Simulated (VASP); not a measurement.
# In3Ga13As16 (P1) in VASP: single point with PBEsol

Aim: the single point of In3Ga13As16 with PBEsol.

Everything below comes from runs of VASP 6.6.1. Logs are shortened: lines on timing, memory, paths and dates and some standing lists are left out, and cuts for length are marked.

## Step 1: The cell of the first run

The typed cell holds 64 atoms: a = 11.479 Å, b = 11.479 Å, c = 11.479 Å, α = 90.00°, β = 90.00°, γ = 90.00°.

## Step 2: Single point, PBEsol

Contents of INCAR:

```
SYSTEM = In3Ga13As16
  PREC = Accurate
  ENCUT = 500
  EDIFF = 1E-6
  ISMEAR = -1
  SIGMA = 0.05
  LREAL = Auto
  LASPH = .True.
  NELM = 120
  ALGO = Normal
  ISIF = 2
  LWAVE = .False.
  LCHARG = .False.
  GGA = PS
  ISYM = -1
  NBANDS = 326
  GGA_COMPAT = .False.
```

Contents of KPOINTS:

```
explicit points
1
Reciprocal
  0.25000000   0.25000000   0.25000000 1
```

Contents of POSCAR:

```
In3Ga13As16
1.0
   11.4785588360      0.0000000000      0.0000000000
    0.0000000000     11.4785588360      0.0000000000
    0.0000000000      0.0000000000     11.4785588360
Ga In As
26 6 32
Direct
    0.9987350000      0.0018410000      0.9992650000
    0.0000290000      0.9997760000      0.4994010000
    0.0015840000      0.4977650000      0.9995540000
    0.0045210000      0.4995690000      0.5003480000
    0.5029210000      0.0031150000      0.0003790000
    0.4991240000      0.9999800000      0.4999840000
    0.4971370000      0.4971790000      0.9995340000
    0.2478800000      0.2493160000      0.9979870000
    0.2458070000      0.2475590000      0.5014580000
    0.2458540000      0.7517130000      0.4972680000
    0.7517740000      0.2457090000      0.9977450000
    0.7543370000      0.2431220000      0.5023780000
    0.7520870000      0.7542530000      0.0026790000
    0.7546830000      0.7574660000      0.4978340000
    0.2483970000      0.0009630000      0.2517310000
    0.2477050000      0.0034060000      0.7477410000
    0.2454610000      0.5001250000      0.2501440000
    0.2453990000      0.4952320000      0.7490180000
    0.7530860000      0.9978460000      0.2499830000
    0.7526900000      0.0021670000      0.7496600000
    0.0020790000      0.2477920000      0.2491410000
    0.0016680000      0.2479740000      0.7494210000
    0.0004200000      0.7518850000      0.2520770000
    0.0007900000      0.7520220000      0.7484920000
    0.4976770000      0.2452270000      0.7519780000
    0.5000510000      0.7544600000      0.2494110000
    0.4958680000      0.5010020000      0.5012890000
    0.2495870000      0.7505740000      0.0022550000
    0.7549000000      0.5037500000      0.2480650000
    0.7550910000      0.4981870000      0.7534270000
    0.4991600000      0.2484130000      0.2491020000
    0.5007880000      0.7546850000      0.7509010000
    0.1259080000      0.1238550000      0.1244130000
    0.1227150000      0.1245450000      0.6245530000
    0.1164350000      0.6195570000      0.1313060000
    0.1260050000      0.6251160000      0.6255700000
    0.6332190000      0.1191480000      0.1208580000
    0.6245860000      0.1232590000      0.6260580000
    0.6176370000      0.6311550000      0.1176300000
    0.6347050000      0.6330540000      0.6186510000
    0.3664210000      0.3799110000      0.1205840000
    0.3674250000      0.3661220000      0.6308690000
    0.3812770000      0.8850470000      0.1306770000
    0.3670110000      0.8806450000      0.6190360000
    0.8807780000      0.3670450000      0.1174800000
    0.8832090000      0.3676440000      0.6192060000
    0.8779500000      0.8752930000      0.1266110000
    0.8760860000      0.8774310000      0.6252450000
    0.3679210000      0.1202470000      0.3811200000
    0.3735340000      0.1224730000      0.8760690000
    0.3674610000      0.6317640000      0.3667840000
    0.3732120000      0.6121110000      0.8715440000
    0.8767540000      0.1228400000      0.3735890000
    0.8764450000      0.1257940000      0.8728400000
    0.8837240000      0.6329120000      0.3829080000
    0.8832730000      0.6329230000      0.8832240000
    0.1256910000      0.3735540000      0.3748290000
    0.1227870000      0.3731770000      0.8739240000
    0.1233720000      0.8764420000      0.3736660000
    0.1200830000      0.8819220000      0.8688650000
    0.6338400000      0.3687310000      0.3822730000
    0.6191480000      0.3667690000      0.8809930000
    0.6257530000      0.8768480000      0.3745920000
    0.6331480000      0.8834490000      0.8811160000
```

Potentials or basis: VASP PAW PBE potentials, release 64 (Ga_d, In_d, As).

Command:

```
cat potpaw_PBE.64/Ga_d/POTCAR potpaw_PBE.64/In_d/POTCAR potpaw_PBE.64/As/POTCAR > POTCAR
mpirun -np 1 vasp_std > vasp.out
```

OUTCAR:

```text
SYSTEM = In3Ga13As16
   PREC = Accurate
   ENCUT = 500
   EDIFF = 1E-6
   ISMEAR = -1
   LREAL = Auto
   LASPH = .True.
   NELM = 120
   ISIF = 2
   GGA = PS
   ISYM = -1

 ion  position               nearest neighbor table
   1  0.999  0.002  0.999-  60 2.46  54 2.47  33 2.48  47 2.48
   2  0.000  1.000  0.499-  48 2.47  53 2.47  59 2.47  34 2.47
   3  0.002  0.498  1.000-  35 2.45  45 2.45  56 2.46  58 2.46
   4  0.005  0.500  0.500-  55 2.47  36 2.47  46 2.47  57 2.47
   5  0.503  0.003  0.000-  37 2.43  64 2.45  43 2.45  50 2.47
   6  0.499  1.000  0.500-  49 2.46  44 2.46  38 2.48  63 2.49
[... 56 lines left out ...]
  63  0.626  0.877  0.375-  14 2.46  19 2.47  26 2.47   6 2.49
  64  0.633  0.883  0.881-   5 2.45  13 2.45  20 2.45  32 2.59

IMPORTANT INFORMATION: All symmetrisations will be switched off!
NOSYMM: (Re-)initialisation of all symmetry stuff for point group C_1.

----------------------------------------------------------------------------------------

                                     Primitive cell

  volume of cell :    1512.3841

  direct lattice vectors                    reciprocal lattice vectors
    11.478558836  0.000000000  0.000000000     0.087118951  0.000000000  0.000000000
     0.000000000 11.478558836  0.000000000     0.000000000  0.087118951  0.000000000
     0.000000000  0.000000000 11.478558836     0.000000000  0.000000000  0.087118951

  length of vectors
    11.478558836 11.478558836 11.478558836     0.087118951  0.087118951  0.087118951

  position of ions in fractional coordinates (direct lattice)
     0.998735000  0.001841000  0.999265000
     0.000029000  0.999776000  0.499401000
     0.001584000  0.497765000  0.999554000
     0.004521000  0.499569000  0.500348000
     0.502921000  0.003115000  0.000379000
     0.499124000  0.999980000  0.499984000
[... 56 lines left out ...]
     0.625753000  0.876848000  0.374592000
     0.633148000  0.883449000  0.881116000

  ion indices of the primitive-cell ions
   primitive index   ion index
                 1           1
                 2           2
                 3           3
                 4           4
                 5           5
                 6           6
[... 56 lines left out ...]
                63          63
                64          64

----------------------------------------------------------------------------------------

 KPOINTS: explicit points

Read explicit list of k-points.

 Found      1 k-points:

 Following reciprocal coordinates:
            Coordinates               Weight
  0.250000  0.250000  0.250000      1.000000
   k-points           NKPTS =      1   k-points in BZ     NKDIM =      1   number of bands    NBANDS=    326
   number of dos      NEDOS =    301   number of ions     NIONS =     64
   total plane-waves  NPLWV = 592704
   dimension x,y,z NGX =    84 NGY =   84 NGZ =   84
   dimension x,y,z NGXF=   168 NGYF=  168 NGZF=  168
   ions per type =              26   6  32
   NGX,Y,Z   is equivalent  to a cutoff of  12.17, 12.17, 12.17 a.u.
   NGXF,Y,Z  is equivalent  to a cutoff of  24.33, 24.33, 24.33 a.u.
 SYSTEM =  In3Ga13As16
   PREC   = accura    normal or accurate (medium, high low for compatibility)
   ISTART =      0    job   : 0-new  1-cont  2-samecut
   ICHARG =      2    charge: 1-file 2-atom 10-const
   ISPIN  =      1    spin polarized calculation?
   LNONCOLLINEAR =      F non collinear calculations
   LSORBIT =      F    spin-orbit coupling
   LASPH  =      T    aspherical Exc in radial PAW
   ENCUT  =  500.0 eV  36.75 Ry    6.06 a.u.  20.93 20.93 20.93*2*pi/ulx,y,z
   NELM   =    120;   NELMIN=  2; NELMDL= -5     # of ELM steps
   EDIFF  = 0.1E-05   stopping-criterion for ELM
   LREAL  =      T    real-space projection
   EDIFFG = 0.1E-04   stopping-criterion for IOM
   NSW    =      0    number of steps for IOM
   IBRION =     -1    ionic relax: 0-MD 1-quasi-New 2-CG
   NFREE  =      0    steps in history (QN), initial steepest desc. (CG)
   ISIF   =      2    stress and relaxation
   ISYM   =     -1    0-nonsym 1-usesym 2-fastsym
   POTIM  = 0.5000    time-step for ionic-motion
   TEBEG  =    0.0;   TEEND  =   0.0 temperature during run
   PSTRESS=    0.0 pullay stress
   NELECT =     576.0000    total number of electrons
   NUPDOWN=      -1.0000    fix difference up-down
   EMIN   =  10.00;   EMAX   =-10.00  energy-range for DOS
   EFERMI =   0.00;   METHOD = LEGACY
   ISMEAR =    -1;   SIGMA  =   0.05  broadening in eV -4-tet -1-fermi 0-gaus
   EFERMI_NEDOS =   21; number of points for ismear=-14 and -15
   IALGO  =     38    algorithm
   IMIX   =      4    mixing-type and parameters
     AMIX     =   0.40;   BMIX     =  1.00
     AMIX_MAG =   1.60;   BMIX_MAG =  1.00
  volume/ion in A,a.u.               =      23.63       159.47
  Fermi-wavevector in a.u.,A,eV,Ry     =   1.186665  2.242473 19.159382  1.408175
  Thomas-Fermi vector in A             =   2.322833
   LORBIT       =      0    0 simple, 1 ext, 2 COOP (PROOUT), +10 PAW based schemes
   GGA     = PS    functional components
   LHFCALC =     F    Hartree Fock is set to
   AEXX    =    0.0000 exact exchange contribution
   IVDW    =     0    specifies the selected vdW correction
   LEPSILON=     F    determine dielectric tensor
   LRPA    =     F    only Hartree local field effects (RPA)
 non-spin polarized calculation
  energy-cutoff  :      500.00
  volume of cell :     1512.38
 maximum number of plane-waves:     38364
 NGX is ok and might be reduce to    84
   NGX = 41   NGY = 41   NGZ = 41

 number of electron     576.0000008 magnetization

 Free energy of the ion-electron system (eV)
  ---------------------------------------------------
  ext. energy  EPLUGINS =         0.00000000
  ---------------------------------------------------
  free energy    TOTEN  =      -286.56224124 eV

  energy without entropy =     -286.56220975  energy(sigma->0) =     -286.56222550

 E-fermi :   4.2872     XC(G=0):  -9.6535

 val. band max:        3.6920449589   @ k =   0.2500   0.2500   0.2500
 cond. band min:       4.8518710326   @ k =   0.2500   0.2500   0.2500
 fundamental gap:      1.1598260737
 Fermi energy:         4.2871865627

 k-point     1 :       0.2500    0.2500    0.2500
  band No.  band energies     occupation
      1     -10.9871      2.00000
      2     -10.9781      2.00000
      3     -10.9762      2.00000
      4     -10.9750      2.00000
      5     -10.9717      2.00000
      6     -10.9696      2.00000
[... 292 lines left out ...]
    299       5.9627      0.00000
    300       5.9978      0.00000
 [bands above 300 left out]

------------------------ aborting loop because EDIFF is reached ----------------------------------------

  FORCE on cell =-STRESS in cart. coord.  units (eV):
  Direction    XX          YY          ZZ          XY          YZ          ZX
  --------------------------------------------------------------------------------------
  -------------------------------------------------------------------------------------
  Total        0.8808709      1.0514755      0.7916263     -6.6356757     -6.9073902     -6.5673144
  in kB        0.9331699      1.1139037      0.8386268     -7.0296490     -7.3174957     -6.9572289
  external PRESSURE =       0.9619001 kB  Pullay stress =       0.0000000 kB

 VOLUME and BASIS-vectors are now :
 -----------------------------------------------------------------------------
  energy-cutoff  :      500.00
  volume of cell :     1512.38
      direct lattice vectors                 reciprocal lattice vectors
    11.478558836  0.000000000  0.000000000     0.087118951  0.000000000  0.000000000
     0.000000000 11.478558836  0.000000000     0.000000000  0.087118951  0.000000000
     0.000000000  0.000000000 11.478558836     0.000000000  0.000000000  0.087118951

 POSITION                                       TOTAL-FORCE (eV/Angst)
 -----------------------------------------------------------------------------------
     11.46404      0.02113     11.47012        -0.006656     -0.001396     -0.001804
      0.00033     11.47599      5.73240         0.011343      0.000851      0.009965
      0.01818      5.71362     11.47344         0.011447     -0.000736      0.009132
      0.05189      5.73433      5.74327        -0.007427     -0.006935     -0.000281
      5.77281      0.03576      0.00435         0.008411      0.006023      0.009024
      5.72922     11.47833      5.73910        -0.009928      0.001173     -0.001763
[... 56 lines left out ...]
      7.18274     10.06495      4.29978         0.006678     -0.007093      0.003498
      7.26763     10.14072     10.11394         0.001560      0.003513      0.002151
 -----------------------------------------------------------------------------------
    total drift:                               -0.012787      0.017220     -0.001314

  FREE ENERGIE OF THE ION-ELECTRON SYSTEM (eV)
  ---------------------------------------------------
  free  energy   TOTEN  =      -286.5622412402 eV

  energy  without entropy=     -286.5622097503  energy(sigma->0) =     -286.56222550
```

It took 13 min on 1 thread of Intel Xeon 6975P-C (Granite Rapids), shared host; peak memory 1.3 GiB.

Results:

| Quantity | Value |
| --- | --- |
| Free energy | -286.5622 eV |
| Pressure | 0.1 GPa |
| Largest force | 0.022 eV/Å |
| Band gap on the k mesh | 1.16 eV |

Forces on the atoms (eV/Å):
```
Ga  -0.007 -0.001 -0.002
Ga   0.011  0.001  0.010
Ga   0.011 -0.001  0.009
Ga  -0.007 -0.007  0.000
Ga   0.008  0.006  0.009
Ga  -0.010  0.001 -0.002
Ga  -0.012 -0.011 -0.001
Ga   0.008  0.006  0.003
Ga   0.006 -0.009  0.002
Ga   0.009  0.006 -0.005
Ga  -0.005 -0.011  0.019
Ga   0.005  0.000  0.002
Ga   0.002  0.007 -0.002
Ga  -0.001 -0.001 -0.001
Ga   0.007 -0.003  0.003
Ga  -0.004  0.007 -0.008
Ga  -0.009  0.007 -0.017
Ga   0.002 -0.008  0.010
Ga  -0.012  0.008 -0.015
Ga  -0.003 -0.009  0.010
Ga  -0.007  0.007 -0.004
Ga   0.009  0.003 -0.005
Ga   0.012 -0.007 -0.016
Ga  -0.005 -0.002 -0.003
Ga  -0.002  0.005  0.003
Ga  -0.003  0.005 -0.004
In  -0.006 -0.003  0.001
In   0.000 -0.008  0.017
In   0.002 -0.005  0.000
In  -0.006 -0.002 -0.005
In  -0.003 -0.005 -0.010
In   0.010 -0.002  0.002
As  -0.002 -0.001 -0.001
As  -0.001  0.001  0.000
As  -0.006  0.002  0.013
As  -0.002 -0.002  0.001
As   0.017  0.001 -0.010
As   0.003  0.001 -0.007
As   0.001 -0.007  0.004
As  -0.009  0.003  0.008
As   0.007  0.007  0.008
As  -0.003  0.008 -0.004
As  -0.001 -0.002 -0.006
As  -0.006 -0.006  0.003
As  -0.002  0.003 -0.009
As   0.001 -0.005  0.000
As  -0.003 -0.004  0.004
As  -0.001  0.001 -0.004
As  -0.007  0.006  0.009
As   0.001 -0.005 -0.004
As   0.001 -0.008  0.007
As   0.010  0.011 -0.007
As  -0.004 -0.002  0.002
As   0.003  0.000 -0.006
As  -0.001  0.011  0.001
As  -0.004 -0.006  0.004
As   0.002  0.004  0.004
As  -0.004  0.004 -0.002
As  -0.004 -0.002  0.005
As   0.013  0.008 -0.001
As  -0.016  0.005 -0.015
As   0.004  0.006 -0.005
As   0.007 -0.007  0.003
As   0.002  0.004  0.002
```

Caveat: the PAW data sets were made with another functional, which shifts forces and pressure a little; spin-orbit coupling is left out, which moves the levels of the heavy elements; a shifted mesh leaves out Γ, where band edges can lie.
